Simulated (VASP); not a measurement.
**Cu: single point with LDA**

Crystal: Cu.

```
CELL_PARAMETERS angstrom
-1.48346 1.48346 1.30168
1.48346 -1.48346 1.30168
1.48346 1.48346 -1.30168
ATOMIC_POSITIONS crystal
Cu 0.00000 0.00000 0.00000
```

This cell differs from its parent crystal: ratio of the length along z to the lengths across it x 0.92, volume and fractional coordinates fixed.

| Item | Value |
| --- | --- |
| Program | VASP 6.6.1 |
| Task | single point |
| Functional | LDA |
| Potentials or basis | VASP PAW LDA potentials, release 64 (Cu_sv_GW) |
| Cutoff | 820 eV |
| k mesh | 26 × 26 × 26 |
| Occupations | gaussian, width 0.15 eV |
| Spin | no spin polarisation |

| Property | Result |
| --- | --- |
| Pressure | -8.0 GPa |
| Band gap on the k mesh | zero (an odd number of electrons rules out a gap without spin polarisation) |

Stress tensor (GPa, compression positive):
```
-8.56  0.00  0.00
 0.00 -8.56  0.00
 0.00  0.00 -6.83
```

Levels at points of the mesh, in eV from the Fermi level:
```tsv
k point	band 6	band 7	band 8	band 9	band 10	band 11	band 12	band 13	band 14	band 15
(0.00, 0.00, 0.00)	-3.58	-3.00	-3.00	-2.56	-1.93	23.54	23.54	27.34	27.80	28.01
(0.50, 0.00, 0.00)	-4.19	-2.24	-1.74	-1.41	-0.30	5.05	16.62	16.71	20.83	23.81
(0.50, 0.50, 0.00)	-3.51	-2.65	-2.19	-1.45	-1.33	3.55	20.29	20.64	24.11	26.81
(0.50, 0.50, 0.50)	-4.83	-1.60	-1.60	-1.47	6.63	6.63	11.86	12.69	13.24	18.47
```

Run time: 2.6 min on 1 thread of Intel(R) Xeon(R) Platinum 8488C (Sapphire Rapids), on a shared host, peak memory 0.63 GiB.

Caveat: the cell stands under tension.
